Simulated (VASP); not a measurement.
Here is a VASP 6.6.1 calculation.

File INCAR:

```
SYSTEM = KBeBr
  ALGO = Normal
  EDIFF = 1E-6
  EDIFFG = -0.01
  ENCUT = 600
  GGA = PE
  IBRION = 2
  ISIF = 3
  ISMEAR = 0
  LASPH = .True.
  LCHARG = .False.
  LREAL = .False.
  LWAVE = .False.
  NELM = 100
  NSW = 100
  PREC = Accurate
  SIGMA = 0.02
```

KPOINTS

```
k-points
0
Gamma
  6 6 4
  0 0 0
```

Contents of POSCAR:

```
KBeBr
1.0
    6.0336374913      0.0000000000      0.0000000000
    0.0000000000      6.0336374913      0.0000000000
    0.0000000000      0.0000000000      7.8900098816
K Be Br
2 2 2
Direct
    0.5000000000      0.5000000000      0.5000000000
    0.0000000000      0.0000000000      0.5000000000
    0.0000000000      0.0000000000      0.0000000000
    0.5000000000      0.5000000000      0.0000000000
    0.5000000000      0.0000000000      0.6404367037
    0.0000000000      0.5000000000      0.3595632963
```

Potentials or basis: VASP PAW PBE potentials, release 64 (K_sv, Be, Br).

Launch:

```sh
$ cat potpaw_PBE.64/K_sv/POTCAR potpaw_PBE.64/Be/POTCAR potpaw_PBE.64/Br/POTCAR > POTCAR
$ mpirun -np 1 vasp_std > vasp.out
```

**Question.** What does it give for the relaxed volume?

**Answer.** 47.11 Å³/atom.

**Question.** Predict the space group after relaxing (to 0.1 Å).

**Answer.** P4/nmm (No. 129).

**Question.** Estimate the band gap on the k mesh.

**Answer.** 1.65 eV.

Forces in eV/Å, atoms in the order of the input:
```
K    0.000  0.000  0.000
K    0.000  0.000  0.000
Be   0.000  0.000  0.000
Be   0.000  0.000  0.000
Br   0.000  0.000  0.006
Br   0.000  0.000 -0.006
```

A k mesh can miss the band edges.
